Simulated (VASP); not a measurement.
# MgO (Fm-3m) in VASP: further runs

MgO is run at these levels: PBE; tasks: single point.

Everything below comes from runs of VASP 6.6.1. Logs are shortened: lines on timing, memory, paths and dates and some standing lists are left out, and cuts for length are marked.

### 1 The cell of the first run

It takes space group Fm-3m (No. 225, cubic). Conventional cell: a = 4.276 Å, b = 4.276 Å, c = 4.276 Å, α = 90.00°, β = 90.00°, γ = 90.00°. Within 2.8 Å of Mg (site symmetry m-3m) lie 6 O at 2.14 Å. O (site symmetry m-3m) has 6 Mg at 2.14 Å within 2.8 Å.

### 2 Single point, PBE

INCAR

```
SYSTEM = MgO
ALGO = Normal ; EDIFF = 1E-6
ENCUT = 600 ; GGA = PE
GGA_COMPAT = .False. ; ISIF = 2
ISMEAR = 0 ; LASPH = .True.
LCHARG = .True. ; LELF = .True.
LREAL = .False. ; LVHAR = .True.
LWAVE = .False. ; NBANDS = 11
NELM = 120 ; PREC = Accurate
SIGMA = 0.03
```

KPOINTS

```
k-points
0
Gamma
  9 9 9
  0 0 0
```

POSCAR

```
MgO
1.0
    0.0000000000      2.1380000000      2.1380000000
    2.1380000000      0.0000000000      2.1380000000
    2.1380000000      2.1380000000      0.0000000000
Mg O
1 1
Direct
    0.0000000000      0.0000000000      0.0000000000
    0.5000000000      0.5000000000      0.5000000000
```

Potentials or basis: VASP PAW PBE potentials, release 64 (Mg, O).

Command:

```sh
cat potpaw_PBE.64/Mg/POTCAR potpaw_PBE.64/O/POTCAR > POTCAR
mpirun -np 1 vasp_std > vasp.out
```

OUTCAR:

```text
SYSTEM = MgO
   EDIFF = 1E-6
   ENCUT = 600
   GGA = PE
   ISIF = 2
   ISMEAR = 0
   LASPH = .True.
   LREAL = .False.
   NELM = 120
   PREC = Accurate

 ion  position               nearest neighbor table
   1  0.000  0.000  0.000-   2 2.14   2 2.14   2 2.14   2 2.14   2 2.14   2 2.14
   2  0.500  0.500  0.500-   1 2.14   1 2.14   1 2.14   1 2.14   1 2.14   1 2.14

  LATTYP: Found a face centered cubic cell.
 ALAT       =     4.2760000000

  Lattice vectors:

 A1 = (   0.0000000000,   2.1380000000,   2.1380000000)
 A2 = (   2.1380000000,   0.0000000000,   2.1380000000)
 A3 = (   2.1380000000,   2.1380000000,   0.0000000000)

Analysis of symmetry for initial positions (statically):
=====================================================================
 Subroutine PRICEL returns:
 Original cell was already a primitive cell.

 Routine SETGRP: Setting up the symmetry group for a
 face centered cubic supercell.

 Subroutine GETGRP returns: Found 48 space group operations
 (whereof 48 operations were pure point group operations)
 out of a pool of 48 trial point group operations.

The static configuration has the point symmetry O_h .

Analysis of symmetry for dynamics (positions and initial velocities):
=====================================================================
 Subroutine PRICEL returns:
 Original cell was already a primitive cell.

 Routine SETGRP: Setting up the symmetry group for a
 face centered cubic supercell.

 Subroutine GETGRP returns: Found 48 space group operations
 (whereof 48 operations were pure point group operations)
 out of a pool of 48 trial point group operations.

The dynamic configuration has the point symmetry O_h .

 Subroutine INISYM returns: Found 48 space group operations
 (whereof 48 operations are pure point group operations),
 and found     1 'primitive' translations

----------------------------------------------------------------------------------------

                                     Primitive cell

  volume of cell :      19.5458

  direct lattice vectors                    reciprocal lattice vectors
     0.000000000  2.138000000  2.138000000    -0.233863424  0.233863424  0.233863424
     2.138000000  0.000000000  2.138000000     0.233863424 -0.233863424  0.233863424
     2.138000000  2.138000000  0.000000000     0.233863424  0.233863424 -0.233863424

  length of vectors
     3.023588596  3.023588596  3.023588596     0.405063332  0.405063332  0.405063332

  position of ions in fractional coordinates (direct lattice)
     0.000000000  0.000000000  0.000000000
     0.500000000  0.500000000  0.500000000

  ion indices of the primitive-cell ions
   primitive index   ion index
                 1           1
                 2           2

----------------------------------------------------------------------------------------

 KPOINTS: k-points

Automatic generation of k-mesh.
 Grid dimensions read from file:
 generate k-points for:    9    9    9

 Generating k-lattice:

  Cartesian coordinates                     Fractional coordinates (reciprocal lattice)
    -0.025984825  0.025984825  0.025984825     0.111111111  0.000000000  0.000000000
     0.025984825 -0.025984825  0.025984825     0.000000000  0.111111111  0.000000000
     0.025984825  0.025984825 -0.025984825     0.000000000  0.000000000  0.111111111

  Length of vectors
     0.045007037  0.045007037  0.045007037

  Shift w.r.t. Gamma in fractional coordinates (k-lattice)
     0.000000000  0.000000000  0.000000000

 Subroutine IBZKPT returns following result:
 ===========================================

 Found     35 irreducible k-points:

 Following reciprocal coordinates:
            Coordinates               Weight
  0.000000  0.000000  0.000000      1.000000
  0.111111  0.000000  0.000000      8.000000
  0.222222  0.000000  0.000000      8.000000
  0.333333  0.000000  0.000000      8.000000
  0.444444  0.000000  0.000000      8.000000
  0.111111  0.111111  0.000000      6.000000
[... 16 lines left out ...]
 -0.333333  0.333333  0.000000     12.000000
  0.444444  0.444444  0.000000      6.000000
 [... further k-points ...]
   k-points           NKPTS =     35   k-points in BZ     NKDIM =     35   number of bands    NBANDS=     11
   number of dos      NEDOS =    301   number of ions     NIONS =      2
   total plane-waves  NPLWV =  13824
   dimension x,y,z NGX =    24 NGY =   24 NGZ =   24
   dimension x,y,z NGXF=    48 NGYF=   48 NGZF=   48
   ions per type =               1   1
   NGX,Y,Z   is equivalent  to a cutoff of  13.20, 13.20, 13.20 a.u.
   NGXF,Y,Z  is equivalent  to a cutoff of  26.39, 26.39, 26.39 a.u.
 SYSTEM =  MgO
   PREC   = accura    normal or accurate (medium, high low for compatibility)
   ISTART =      0    job   : 0-new  1-cont  2-samecut
   ICHARG =      2    charge: 1-file 2-atom 10-const
   ISPIN  =      1    spin polarized calculation?
   LNONCOLLINEAR =      F non collinear calculations
   LSORBIT =      F    spin-orbit coupling
   LASPH  =      T    aspherical Exc in radial PAW
   ENCUT  =  600.0 eV  44.10 Ry    6.64 a.u.   6.04  6.04  6.04*2*pi/ulx,y,z
   NELM   =    120;   NELMIN=  2; NELMDL= -5     # of ELM steps
   EDIFF  = 0.1E-05   stopping-criterion for ELM
   LREAL  =      F    real-space projection
   EDIFFG = 0.1E-04   stopping-criterion for IOM
   NSW    =      0    number of steps for IOM
   IBRION =     -1    ionic relax: 0-MD 1-quasi-New 2-CG
   NFREE  =      0    steps in history (QN), initial steepest desc. (CG)
   ISIF   =      2    stress and relaxation
   ISYM   =      2    0-nonsym 1-usesym 2-fastsym
   POTIM  = 0.5000    time-step for ionic-motion
   TEBEG  =    0.0;   TEEND  =   0.0 temperature during run
   PSTRESS=    0.0 pullay stress
   NELECT =       8.0000    total number of electrons
   NUPDOWN=      -1.0000    fix difference up-down
   EMIN   =  10.00;   EMAX   =-10.00  energy-range for DOS
   EFERMI =   0.00;   METHOD = LEGACY
   ISMEAR =     0;   SIGMA  =   0.03  broadening in eV -4-tet -1-fermi 0-gaus
   EFERMI_NEDOS =   21; number of points for ismear=-14 and -15
   IALGO  =     38    algorithm
   IMIX   =      4    mixing-type and parameters
     AMIX     =   0.40;   BMIX     =  1.00
     AMIX_MAG =   1.60;   BMIX_MAG =  1.00
  volume/ion in A,a.u.               =       9.77        65.95
  Fermi-wavevector in a.u.,A,eV,Ry     =   1.215497  2.296956 20.101687  1.477432
  Thomas-Fermi vector in A             =   2.350882
   LORBIT       =      0    0 simple, 1 ext, 2 COOP (PROOUT), +10 PAW based schemes
   GGA     = PE    functional components
   LHFCALC =     F    Hartree Fock is set to
   AEXX    =    0.0000 exact exchange contribution
   IVDW    =     0    specifies the selected vdW correction
   LEPSILON=     F    determine dielectric tensor
   LRPA    =     F    only Hartree local field effects (RPA)
 non-spin polarized calculation
 Gauss-broadening in eV      SIGMA  =   0.03
  energy-cutoff  :      600.00
  volume of cell :       19.55
 maximum number of plane-waves:       663
   NGX = 13   NGY = 13   NGZ = 13

 number of electron       8.0000002 magnetization

 Free energy of the ion-electron system (eV)
  ---------------------------------------------------
  ext. energy  EPLUGINS =         0.00000000
  ---------------------------------------------------
  free energy    TOTEN  =       -11.91157672 eV

  energy without entropy =      -11.91157672  energy(sigma->0) =      -11.91157672

 E-fermi :   3.0116     XC(G=0): -10.8665

 val. band max:        2.8542340628   @ k =   0.0000   0.0000   0.0000
 cond. band min:       7.1538743628   @ k =   0.0000   0.0000   0.0000
 fundamental gap:      4.2996403000
 Fermi energy:         3.0115990099

 k-point     1 :       0.0000    0.0000    0.0000
  band No.  band energies     occupation
      1     -14.1833      2.00000
      2       2.8542      2.00000
      3       2.8542      2.00000
      4       2.8542      2.00000
      5       7.1539      0.00000
      6      18.3989      0.00000
      7      18.3989      0.00000
      8      18.3989      0.00000
      9      22.1963      0.00000
     10      23.9211      0.00000
     11      23.9211      0.00000

 k-point     2 :       0.1111    0.0000    0.0000
  band No.  band energies     occupation
      1     -14.0636      2.00000
      2       2.0830      2.00000
      3       2.7780      2.00000
      4       2.7780      2.00000
      5       7.9117      0.00000
      6      16.9690      0.00000
      7      18.6684      0.00000
      8      18.6684      0.00000
      9      23.0112      0.00000
     10      23.0112      0.00000
     11      23.9768      0.00000

 k-point     3 :       0.2222    0.0000    0.0000
  band No.  band energies     occupation
      1     -13.7428      2.00000
      2       0.6392      2.00000
      3       2.5921      2.00000
      4       2.5921      2.00000
      5       9.2433      0.00000
      6      15.3894      0.00000
      7      19.1034      0.00000
      8      19.1034      0.00000
      9      22.4142      0.00000
     10      22.4142      0.00000
     11      24.2830      0.00000

 k-point     4 :       0.3333    0.0000    0.0000
  band No.  band energies     occupation
      1     -13.3411      2.00000
      2      -0.6781      2.00000
      3       2.3918      2.00000
      4       2.3918      2.00000
      5      10.1660      0.00000
      6      14.7939      0.00000
      7      19.0008      0.00000
      8      19.0008      0.00000
      9      23.2575      0.00000
     10      23.2575      0.00000
     11      23.5731      0.00000

 k-point     5 :       0.4444    0.0000    0.0000
  band No.  band energies     occupation
      1     -13.0519      2.00000
      2      -1.4627      2.00000
      3       2.2668      2.00000
      4       2.2668      2.00000
      5      10.4484      0.00000
      6      14.9058      0.00000
      7      18.7437      0.00000
      8      18.7437      0.00000
      9      23.1315      0.00000
     10      24.5502      0.00000
     11      24.5502      0.00000
[... 211 lines left out ...]
 k-point    21 :       0.4444    0.3333    0.0000
  band No.  band energies     occupation
      1     -12.9192      2.00000
      2      -0.7461      2.00000
      3       1.4258      2.00000
      4       1.7327      2.00000
      5      12.2766      0.00000
      6      12.7454      0.00000
      7      15.5959      0.00000
      8      20.6329      0.00000
      9      20.7569      0.00000
     10      27.8737      0.00000
     11      28.5084      0.00000

 k-point    22 :      -0.4444    0.3333    0.0000
  band No.  band energies     occupation
      1     -12.7833      2.00000
      2      -0.6571      2.00000
      3       0.6174      2.00000
      4       1.7569      2.00000
      5      12.5769      0.00000
      6      13.8259      0.00000
      7      15.1463      0.00000
      8      20.3909      0.00000
      9      20.6040      0.00000
     10      27.8333      0.00000
     11      29.0459      0.00000

 k-point    23 :      -0.3333    0.3333    0.0000
  band No.  band energies     occupation
      1     -12.7975      2.00000
      2      -0.2271      2.00000
      3      -0.0647      2.00000
      4       1.9135      2.00000
      5      12.8687      0.00000
      6      14.6960      0.00000
      7      14.8068      0.00000
      8      20.0322      0.00000
      9      21.1113      0.00000
     10      25.5749      0.00000
     11      29.5837      0.00000

 k-point    24 :       0.4444    0.4444    0.0000
  band No.  band energies     occupation
      1     -12.8126      2.00000
      2      -0.9818      2.00000
      3       1.6011      2.00000
      4       1.6011      2.00000
      5      12.0164      0.00000
      6      12.3184      0.00000
      7      15.4936      0.00000
      8      21.0668      0.00000
      9      21.0668      0.00000
     10      27.5229      0.00000
     11      28.7708      0.00000

 [... further k-points ...]
[... 5 lines left out ...]
  --------------------------------------------------------------------------------------
  -------------------------------------------------------------------------------------
  Total       -0.3996079     -0.3996079     -0.3996079      0.0000000     -0.0000000     -0.0000000
  in kB      -32.7560553    -32.7560553    -32.7560553      0.0000000     -0.0000000     -0.0000000
  external PRESSURE =     -32.7560553 kB  Pullay stress =       0.0000000 kB

 VOLUME and BASIS-vectors are now :
 -----------------------------------------------------------------------------
  energy-cutoff  :      600.00
  volume of cell :       19.55
      direct lattice vectors                 reciprocal lattice vectors
     0.000000000  2.138000000  2.138000000    -0.233863424  0.233863424  0.233863424
     2.138000000  0.000000000  2.138000000     0.233863424 -0.233863424  0.233863424
     2.138000000  2.138000000  0.000000000     0.233863424  0.233863424 -0.233863424

 POSITION                                       TOTAL-FORCE (eV/Angst)
 -----------------------------------------------------------------------------------
      0.00000      0.00000      0.00000         0.000000      0.000000      0.000000
      2.13800      2.13800      2.13800        -0.000000     -0.000000      0.000000
 -----------------------------------------------------------------------------------
    total drift:                               -0.000000     -0.000000      0.000000

  FREE ENERGIE OF THE ION-ELECTRON SYSTEM (eV)
  ---------------------------------------------------
  free  energy   TOTEN  =       -11.9115767202 eV

  energy  without entropy=      -11.9115767202  energy(sigma->0) =      -11.91157672
```

Run time: 16 s. Hardware: 1 thread of Intel Xeon 8259CL, shared host; peak memory 0.14 GiB.

Results:

| Quantity | Value |
| --- | --- |
| Free energy | -11.9116 eV |
| Pressure | -3.3 GPa |
| Band gap on the k mesh | 4.30 eV, direct |

PBE gaps usually lie below the measured ones, often by a third to a half.

### 3 Single point, PBE

INCAR

```
SYSTEM = MgO
PREC = Accurate
ENCUT = 600
EDIFF = 1E-6
ISMEAR = 1
SIGMA = 0.05
LREAL = .FALSE.
LASPH = .TRUE.
NELM = 120
ALGO = Normal
ISIF = 2
LWAVE = .FALSE.
LCHARG = .FALSE.
GGA = PE
NBANDS = 11
GGA_COMPAT = .FALSE.
```

KPOINTS

```
Automatic mesh
0
G
  9 9 9
  0 0 0
```

POSCAR is that of step 2.

Potentials or basis: VASP PAW PBE potentials, release 64 (Mg, O).

Command:

```sh
cat potpaw_PBE.64/Mg/POTCAR potpaw_PBE.64/O/POTCAR > POTCAR
mpirun -np 1 vasp_std > vasp.out
```

It took 16 s on 1 thread of Intel Xeon 8259CL, shared host; peak memory 0.14 GiB.

Results (log left out):

| Quantity | Value |
| --- | --- |
| Free energy | -11.9116 eV |
| Pressure | -3.3 GPa |
| Band gap on the k mesh | 4.30 eV, direct |

Levels at points of the mesh, in eV from the valence-band top:
| k point | band 1 | band 2 | band 3 | band 4 | band 5 | band 6 | band 7 | band 8 |
| --- | --- | --- | --- | --- | --- | --- | --- | --- |
| (0.00, 0.00, 0.00) | -17.04 | 0.00 | 0.00 | 0.00 | 4.30 | 15.54 | 15.54 | 15.54 |
